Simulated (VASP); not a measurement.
Here is a VASP 6.6.1 calculation.

INCAR

```
SYSTEM = TiO2
PREC     = Accurate       ! precision mode
ENCUT    = 520            ! plane-wave cutoff, eV
EDIFF    = 1E-6           ! SCF threshold, eV
ISMEAR   = 0              ! smearing method
SIGMA    = 0.01           ! smearing width, eV
LREAL    = .False.        ! projectors in reciprocal space
LASPH    = .True.         ! aspherical terms in the spheres
NELM     = 100            ! most SCF steps
ALGO     = Normal         ! electronic algorithm
ISIF     = 2              ! what is computed and relaxed
LWAVE    = .False.        ! write WAVECAR
LCHARG   = .False.        ! write CHGCAR
GGA      = PE             ! functional
NBANDS   = 33             ! bands
```

KPOINTS

```
regular mesh
0
Gamma
  4 4 6
  0 0 0
```

File POSCAR:

```
TiO2
1.0
    4.6074565905      0.0000000000      0.0000000000
    0.0000000000      4.6074565905      0.0000000000
    0.0000000000      0.0000000000      2.9672253213
Ti O
2 4
Direct
    0.0000000000      0.0000000000      0.0000000000
    0.5000000000      0.5000000000      0.5000000000
    0.3049600000      0.3049600000      0.0000000000
    0.1950400000      0.8049600000      0.5000000000
    0.6950400000      0.6950400000      0.0000000000
    0.8049600000      0.1950400000      0.5000000000
```

Potentials or basis: VASP PAW PBE potentials, release 64 (Ti_sv, O).

The run is started by

```sh
$ cat potpaw_PBE.64/Ti_sv/POTCAR potpaw_PBE.64/O/POTCAR > POTCAR
$ mpirun -np 1 vasp_std > vasp.out
```

Problem. What does it give for the band gap on the k mesh?

Solution. 1.85 eV, direct.

Problem. What does it give for the largest force?

Solution. 0.076 eV/Å.

Forces on the atoms (eV/Å):
```
Ti   0.000  0.000  0.000
Ti   0.000  0.000  0.000
O   -0.054 -0.054  0.000
O    0.054 -0.054  0.000
O    0.054  0.054  0.000
O   -0.054  0.054  0.000
```

A k mesh can miss the band edges.
